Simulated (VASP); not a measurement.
# Ge (P6_3/mmc) in VASP: further runs, part 2 of 2

VASP 6.6.1.

## 3. Relaxation of cell and atoms, PBE, target pressure 110 GPa, at which the enthalpy is minimised

This run uses another cell than the first one, of 11.40 Å³/atom.

Contents of INCAR:

```
SYSTEM = Ge
PREC = Accurate ; ENCUT = 600
EDIFF = 1E-7 ; ISMEAR = -1
SIGMA = 0.05 ; LREAL = .FALSE.
LASPH = .TRUE. ; NELM = 100
ALGO = Normal ; ISIF = 3
LWAVE = .FALSE. ; LCHARG = .FALSE.
GGA = PE ; IBRION = 2
NSW = 32 ; EDIFFG = -0.005
PSTRESS = 1100.0
```

Contents of KPOINTS:

```
Automatic mesh
0
G
  17 17 10
  0 0 0
```

Contents of POSCAR:

```
Ge
1.0
    2.5176709075      0.0000000000      0.0000000000
   -1.2588354537      2.1803669643      0.0000000000
    0.0000000000      0.0000000000      4.1522495268
Ge
2
Direct
    0.3333333333      0.6666666667      0.2500000000
    0.6666666667      0.3333333333      0.7500000000
```

Potentials or basis: VASP PAW PBE potentials, release 64 (Ge_d).

Started as:

```bash
cat potpaw_PBE.64/Ge_d/POTCAR > POTCAR
mpirun -np 1 vasp_std > vasp.out
```

OUTCAR:

```text
SYSTEM = Ge
   PREC = Accurate
   ENCUT = 600
   EDIFF = 1E-7
   ISMEAR = -1
   LREAL = .FALSE.
   LASPH = .TRUE.
   NELM = 100
   ISIF = 3
   GGA = PE
   IBRION = 2
   NSW = 32
   EDIFFG = -0.005
   PSTRESS = 1100.0

 ion  position               nearest neighbor table
   1  0.333  0.667  0.250-   2 2.53   2 2.53   2 2.53   2 2.53   2 2.53   2 2.53
   2  0.667  0.333  0.750-   1 2.53   1 2.53   1 2.53   1 2.53   1 2.53   1 2.53

  LATTYP: Found a hexagonal cell.
 ALAT       =     2.5176709075
 C/A-ratio  =     1.6492423670

  Lattice vectors:

 A1 = (   2.5176709075,   0.0000000000,   0.0000000000)
 A2 = (  -1.2588354537,   2.1803669643,   0.0000000000)
 A3 = (   0.0000000000,   0.0000000000,   4.1522495268)

Analysis of symmetry for initial positions (statically):
=====================================================================
 Subroutine PRICEL returns:
 Original cell was already a primitive cell.

 Routine SETGRP: Setting up the symmetry group for a
 hexagonal supercell.

 Subroutine GETGRP returns: Found 24 space group operations
 (whereof 12 operations were pure point group operations)
 out of a pool of 24 trial point group operations.

The static configuration has the point symmetry D_3d.
 The point group associated with its full space group is D_6h.

Analysis of symmetry for dynamics (positions and initial velocities):
=====================================================================
 Subroutine PRICEL returns:
 Original cell was already a primitive cell.

 Routine SETGRP: Setting up the symmetry group for a
 hexagonal supercell.

 Subroutine GETGRP returns: Found 24 space group operations
 (whereof 12 operations were pure point group operations)
 out of a pool of 24 trial point group operations.

The dynamic configuration has the point symmetry D_3d.
 The point group associated with its full space group is D_6h.

 Subroutine INISYM returns: Found 24 space group operations
 (whereof 12 operations are pure point group operations),
 and found     1 'primitive' translations

----------------------------------------------------------------------------------------

                                     Primitive cell

  volume of cell :      22.7936

  direct lattice vectors                    reciprocal lattice vectors
     2.517670907  0.000000000  0.000000000     0.397192499  0.229319196  0.000000000
    -1.258835454  2.180366964  0.000000000     0.000000000  0.458638393  0.000000000
     0.000000000  0.000000000  4.152249527     0.000000000  0.000000000  0.240833311

  length of vectors
     2.517670907  2.517670908  4.152249527     0.458638393  0.458638393  0.240833311

  position of ions in fractional coordinates (direct lattice)
     0.333333333  0.666666667  0.250000000
     0.666666667  0.333333333  0.750000000

  ion indices of the primitive-cell ions
   primitive index   ion index
                 1           1
                 2           2

----------------------------------------------------------------------------------------

 KPOINTS: Automatic mesh

Automatic generation of k-mesh.
[... 27 lines left out ...]
  0.235294  0.000000  0.000000      6.000000
  0.294118 -0.000000  0.000000      6.000000
[... 16 lines left out ...]
  0.411765  0.117647  0.000000     12.000000
  0.176471  0.176471  0.000000      6.000000
 [... further k-points ...]
   k-points           NKPTS =    198   k-points in BZ     NKDIM =    198   number of bands    NBANDS=     18
   number of dos      NEDOS =    301   number of ions     NIONS =      2
   total plane-waves  NPLWV =  14400
   dimension x,y,z NGX =    20 NGY =   20 NGZ =   36
   dimension x,y,z NGXF=    40 NGYF=   40 NGZF=   72
   ions per type =               2
   NGX,Y,Z   is equivalent  to a cutoff of  13.21, 13.21, 14.41 a.u.
   NGXF,Y,Z  is equivalent  to a cutoff of  26.41, 26.41, 28.83 a.u.
 SYSTEM =  Ge
   PREC   = accura    normal or accurate (medium, high low for compatibility)
   ISTART =      0    job   : 0-new  1-cont  2-samecut
   ICHARG =      2    charge: 1-file 2-atom 10-const
   ISPIN  =      1    spin polarized calculation?
   LNONCOLLINEAR =      F non collinear calculations
   LSORBIT =      F    spin-orbit coupling
   LASPH  =      T    aspherical Exc in radial PAW
   ENCUT  =  600.0 eV  44.10 Ry    6.64 a.u.   5.03  5.03  8.29*2*pi/ulx,y,z
   NELM   =    100;   NELMIN=  2; NELMDL= -5     # of ELM steps
   EDIFF  = 0.1E-06   stopping-criterion for ELM
   LREAL  =      F    real-space projection
   EDIFFG = -.5E-02   stopping-criterion for IOM
   NSW    =     32    number of steps for IOM
   IBRION =      2    ionic relax: 0-MD 1-quasi-New 2-CG
   NFREE  =      1    steps in history (QN), initial steepest desc. (CG)
   ISIF   =      3    stress and relaxation
   ISYM   =      2    0-nonsym 1-usesym 2-fastsym
   POTIM  = 0.5000    time-step for ionic-motion
   TEBEG  =    0.0;   TEEND  =   0.0 temperature during run
   PSTRESS= 1100.0 pullay stress
   NELECT =      28.0000    total number of electrons
   NUPDOWN=      -1.0000    fix difference up-down
   EMIN   =  10.00;   EMAX   =-10.00  energy-range for DOS
   EFERMI =   0.00;   METHOD = LEGACY
   ISMEAR =    -1;   SIGMA  =   0.05  broadening in eV -4-tet -1-fermi 0-gaus
   EFERMI_NEDOS =   21; number of points for ismear=-14 and -15
   IALGO  =     38    algorithm
   IMIX   =      4    mixing-type and parameters
     AMIX     =   0.40;   BMIX     =  1.00
     AMIX_MAG =   1.60;   BMIX_MAG =  1.00
  volume/ion in A,a.u.               =      11.40        76.91
  Fermi-wavevector in a.u.,A,eV,Ry     =   1.753302  3.313261 41.825255  3.074070
  Thomas-Fermi vector in A             =   2.823464
   LORBIT       =      0    0 simple, 1 ext, 2 COOP (PROOUT), +10 PAW based schemes
   GGA     = PE    functional components
   LHFCALC =     F    Hartree Fock is set to
   AEXX    =    0.0000 exact exchange contribution
   IVDW    =     0    specifies the selected vdW correction
   LEPSILON=     F    determine dielectric tensor
   LRPA    =     F    only Hartree local field effects (RPA)
 conjugate gradient relaxation of ions
 non-spin polarized calculation
  energy-cutoff  :      600.00
  volume of cell :       22.79
 maximum number of plane-waves:       775
 NGX is ok and might be reduce to    20
   NGX =  9   NGY =  9   NGZ = 17

--------------------------------------- Ionic step        1  -------------------------------------------

 number of electron      27.9999998 magnetization

 Free energy of the ion-electron system (eV)
  ---------------------------------------------------
  ext. energy  EPLUGINS =         0.00000000
  ---------------------------------------------------
  free energy    TOTEN  =        -5.00109640 eV

  energy without entropy =       -4.99584445  energy(sigma->0) =       -4.99847043

------------------------ aborting loop because EDIFF is reached ----------------------------------------

  FORCE on cell =-STRESS in cart. coord.  units (eV):
  Direction    XX          YY          ZZ          XY          YZ          ZX
  --------------------------------------------------------------------------------------
  -------------------------------------------------------------------------------------
  Total       15.7352414     15.7352414     15.7362894      0.0000000     -0.0000000      0.0000000
  in kB     1106.0429525   1106.0429525   1106.1166194      0.0000000     -0.0000000      0.0000000
  external PRESSURE =       6.0675082 kB  Pullay stress =    1100.0000000 kB
[... 63 lines left out ...]
--------------------------------------- Ionic step        3  -------------------------------------------

 number of electron      27.9999999 magnetization

 Free energy of the ion-electron system (eV)
  ---------------------------------------------------
  ext. energy  EPLUGINS =         0.00000000
  ---------------------------------------------------
  free energy    TOTEN  =        -5.02178744 eV

  energy without entropy =       -5.01653635  energy(sigma->0) =       -5.01916190

 E-fermi :  13.9647     XC(G=0): -14.0794

 val. band max:       13.9469398117   @ k =   0.4706   0.0588   0.1000
 cond. band min:      13.9716373626   @ k =   0.2353   0.1765   0.4000
 fundamental gap:      0.0246975510
 Fermi energy:        13.9646754494

 k-point     1 :       0.0000    0.0000    0.0000
  band No.  band energies     occupation
      1     -11.8193      2.00000
      2     -11.7076      2.00000
      3     -11.6724      2.00000
      4     -11.6724      2.00000
      5     -11.6350      2.00000
      6     -11.6350      2.00000
[... 481 lines left out ...]
      5     -11.5855      2.00000
      6     -11.5348      2.00000
[... 10 lines left out ...]
     17      21.7332      0.00000
     18      21.8081      0.00000

 [... further k-points ...]

------------------------ aborting loop because EDIFF is reached ----------------------------------------

  FORCE on cell =-STRESS in cart. coord.  units (eV):
  Direction    XX          YY          ZZ          XY          YZ          ZX
  --------------------------------------------------------------------------------------
  -------------------------------------------------------------------------------------
  Total       15.6679954     15.6679954     15.6716925      0.0000000      0.0000000      0.0000000
  in kB     1099.8659658   1099.8659658   1100.1254944      0.0000000      0.0000000      0.0000000
  external PRESSURE =      -0.0475247 kB  Pullay stress =    1100.0000000 kB
[... 21 lines left out ...]
  energy  without entropy=       -5.0165363526  energy(sigma->0) =       -5.01916190

  enthalpy is  TOTEN    =        10.6481173522 eV   P V=       15.6699047936

 reached required accuracy - stopping structural energy minimisation
```

OSZICAR:

```text
N       E                     dE             d eps       ncg     rms          rms(c)
DAV:   1     0.148435146416E+03    0.14844E+03   -0.15537E+04  8040   0.538E+03
DAV:   2     0.910598727647E+01   -0.13933E+03   -0.13620E+03  7158   0.540E+02
DAV:   3    -0.486284408892E+01   -0.13969E+02   -0.13739E+02  7874   0.129E+02
DAV:   4    -0.513590464341E+01   -0.27306E+00   -0.27071E+00  8528   0.199E+01
[... 22 lines left out ...]
DAV:   3    -0.502189083543E+01    0.17589E-02   -0.26296E-03  9878   0.133E+00    0.502E-02
DAV:   4    -0.502179774451E+01    0.93091E-04   -0.36374E-04  9072   0.513E-01    0.785E-03
DAV:   5    -0.502178659038E+01    0.11154E-04   -0.38968E-05  8052   0.174E-01    0.766E-03
DAV:   6    -0.502178740100E+01   -0.81061E-06   -0.13677E-06  9784   0.268E-02    0.430E-04
DAV:   7    -0.502178744136E+01   -0.40368E-07   -0.22565E-08  4660   0.267E-03
   3 F= 0.10648117E+02 E0= 0.10650743E+02  d E =-.568988E-04
```

Run time: 70 s. Hardware: 1 thread of Intel Xeon 6975P-C (Granite Rapids), shared host; peak memory 0.2 GiB.

What came out:

```yaml
Free_energy: -5.0218 eV
Relaxed_volume: 11.41 Å³/atom
Relaxed_cell: a = 2.519 Å, b = 2.519 Å, c = 4.154 Å, α = 90.00°, β = 90.00°, γ = 120.00°
Space_group_after_relaxing_to_0.1_Å: P6_3/mmc (No. 194)
Energy_change_on_relaxing_the_run_minimises_the_enthalpy: -10.3 meV/atom
Ionic_steps: 3
Pressure_after_relaxing: 110.0 GPa
Band_gap_on_the_k_mesh: zero (bands 14 and 15 overlap by 15.83 eV)
```

The path:
| step | energy change (eV) | largest force (eV/Å) | pressure (GPa) | volume (Å³) |
| --- | --- | --- | --- | --- |
| 1 | 0.0000 | 0.0000 | 110.61 | 22.79 |
| 2 | -0.0972 | 0.0000 | 107.79 | 22.94 |
| 3 | -0.0207 | 0.0000 | 110.00 | 22.82 |

Final structure:
```cif
data_structure
_symmetry_space_group_name_H-M 'P 1'
_symmetry_Int_Tables_number 1
_cell_length_a 2.5188
_cell_length_b 2.5188
_cell_length_c 4.1541
_cell_angle_alpha 90.000
_cell_angle_beta 90.000
_cell_angle_gamma 120.000
_cell_volume 22.82
loop_
_atom_site_label
_atom_site_type_symbol
_atom_site_fract_x
_atom_site_fract_y
_atom_site_fract_z
_atom_site_occupancy
Ge1 Ge 0.33333 0.66667 0.25000 1
Ge2 Ge 0.66667 0.33333 0.75000 1
```

Levels at points of the mesh, in eV from the Fermi level:
```
           k point  band 10  band 11  band 12  band 13  band 14  band 15  band 16  band 17  band 18
(0.00, 0.00, 0.00)   -25.29   -18.86    -9.70    -9.70    10.88    10.88    13.38    13.38    14.52
(0.00, 0.00, 0.50)   -25.36   -16.59   -16.59     1.46     1.46    12.75    12.75    12.75    12.75
```

Caveat: the cell is relaxed towards a set pressure, so the run minimises the enthalpy, not the energy.
